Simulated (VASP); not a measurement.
BiTe, 2 atoms in the cell. It takes space group P6mm (No. 183, hexagonal). Conventional cell: a = 3.468 Å, b = 3.468 Å, c = 6.371 Å, α = 90.00°, β = 90.00°, γ = 120.00°. Within 4.1 Å of Bi (site symmetry 6mm) lie 2 Te at 3.09 to 3.28 Å and 6 Bi at 3.47 Å. Te (site symmetry 6mm) has 2 Bi at 3.09 to 3.28 Å and 6 Te at 3.47 Å within 4.1 Å. 

```yaml
Program: VASP 6.6.1
Task: single point
Functional: PBE
Potentials_or_basis: VASP PAW PBE potentials, release 64 (Bi_d, Te)
Cutoff: 520 eV
k_mesh: 6 × 6 × 4
Occupations: gaussian, width 0.1 eV
Spin: no spin polarisation
Dipole_correction: no
Further_INCAR_settings: ALGO = Normal; EDIFF = 1e-06; NBANDS = 18
```

Potentials or basis: VASP PAW PBE potentials, release 64 (Bi_d, Te).

The run is started by

```bash
$ cat potpaw_PBE.64/Bi_d/POTCAR potpaw_PBE.64/Te/POTCAR > POTCAR
$ mpirun -np 1 vasp_std > vasp.out
```

Hardware: 1 thread of AMD EPYC 7R13, with other jobs on the host.

**Question.** How long does it take, and how much memory?

**Answer.** Run time: 39 s on 1 thread of AMD EPYC 7R13 (shared host), peak memory 0.16 GiB. Counts: scf iterations 14, k points 21.
